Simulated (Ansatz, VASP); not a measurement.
# AlAuC4N4 in VASP and in Ansatz

```
CELL_PARAMETERS angstrom
6.14320 0.00000 0.00000
0.00000 6.14320 0.00000
0.00000 0.00000 6.14320
ATOMIC_POSITIONS crystal
Al 0.00000 0.00000 0.00000
C 0.18507 0.18507 0.18507
C 0.18507 0.81493 0.81493
C 0.81493 0.18507 0.81493
C 0.81493 0.81493 0.18507
Au 0.50000 0.50000 0.50000
N 0.29432 0.29432 0.29432
N 0.29432 0.70568 0.70568
N 0.70568 0.29432 0.70568
N 0.70568 0.70568 0.29432
```

Alike in both runs: functional PBE; k mesh 4 × 4 × 4; occupations gaussian, width 0.1 eV; no spin polarisation.

Ansatz relaxed the structure, and its values are those at the end. VASP's run is a single point on that final structure, the one shown.

|  | VASP | Ansatz |
| --- | --- | --- |
| version | VASP 6.6.1 | Ansatz 0.2.0 |
| potentials or method | VASP PAW PBE potentials, release 64 (Al, C, Au, N), cutoff 520 eV | scalar-relativistic, plane waves, PAW |
| valence electrons in the cell | 50 | 58 |

```tsv
	VASP	Ansatz	Ansatz less VASP
gap on the k mesh at the Fermi level (eV)	3.49	3.48	-0.002
least direct gap on the mesh (eV)	3.51	3.51	-0.001
pressure (GPa)	0.4	0.1	-0.28
rms of the force components (eV/Å)	0.232	0.007	-0.2245
```

One of these differences is far larger than is usual between the two programs; its cause wasn't traced. VASP's potentials hold 50 valence electrons a cell and Ansatz's 58, so a difference there can come from the potentials and not from the codes.

Spin-orbit coupling is off throughout. Noted on VASP's run: the standard files for N, O and F lose accuracy on very short bonds.
